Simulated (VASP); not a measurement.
Set up this calculation in VASP 6.6.1, as the native input.

| Property | Result |
| --- | --- |
| Task | relaxation of cell and atoms |
| Functional | revPBE |
| Potentials or basis | VASP PAW PBE potentials, release 64 (Be) |
| Cutoff | 600 eV |
| k mesh | 12 × 12 × 12 |
| Occupations | fermi-dirac, width 0.1 eV |
| Spin | no spin polarisation |
| Dipole correction | no |
| Further INCAR settings | ALGO = Normal; EDIFF = 1e-06; IBRION = 2; EDIFFG = -0.01; NSW = 80; ISIF = 3 |

The structure of Be lies in POSCAR:

```
Be
1.0
    0.0000000000      2.2207471934      2.2207471934
    2.2207471934      0.0000000000      2.2207471934
    2.2207471934      2.2207471934      0.0000000000
Be
2
Direct
    0.1250000000      0.1250000000      0.1250000000
    0.8750000000      0.8750000000      0.8750000000
```

The input as run:

INCAR

```
SYSTEM = Be
PREC = Accurate ; ENCUT = 600
EDIFF = 1E-6 ; ISMEAR = -1
SIGMA = 0.1 ; LREAL = .False.
LASPH = .True. ; NELM = 100
ALGO = Normal ; ISIF = 3
LWAVE = .False. ; LCHARG = .False.
GGA = RE ; IBRION = 2
NSW = 80 ; EDIFFG = -0.01
```

KPOINTS

```
Automatic mesh
0
Gamma
  12 12 12
  0 0 0
```

Potentials or basis: VASP PAW PBE potentials, release 64 (Be).

Run with:

```bash
$ cat potpaw_PBE.64/Be/POTCAR > POTCAR
$ mpirun -np 1 vasp_std > vasp.out
```

Results of the run:

```json
{
  "Relaxed volume": "15.01 Å³/atom",
  "Relaxed cell": "a = 3.489 Å, b = 3.489 Å, c = 3.489 Å, α = 60.00°, β = 60.00°, γ = 60.00°",
  "Space group after relaxing (to 0.05 Å)": "Fd-3m (No. 227)",
  "Energy gained by relaxing": "228.7 meV/atom",
  "Ionic steps": "4",
  "Pressure after relaxing": "0.1 GPa",
  "Band gap on the k mesh": "zero (band 2 reaches 6.47 eV, above the bottom of band 3 at 0.41 eV)"
}
```

Caveat: the volume moved by over 15 % at a fixed basis, so the end points are rough; the PAW data sets were made with another functional, which shifts forces and pressure a little.

It took 50 s on 1 thread of Intel Xeon 8259CL, with other jobs on the host, peak memory 0.15 GiB.
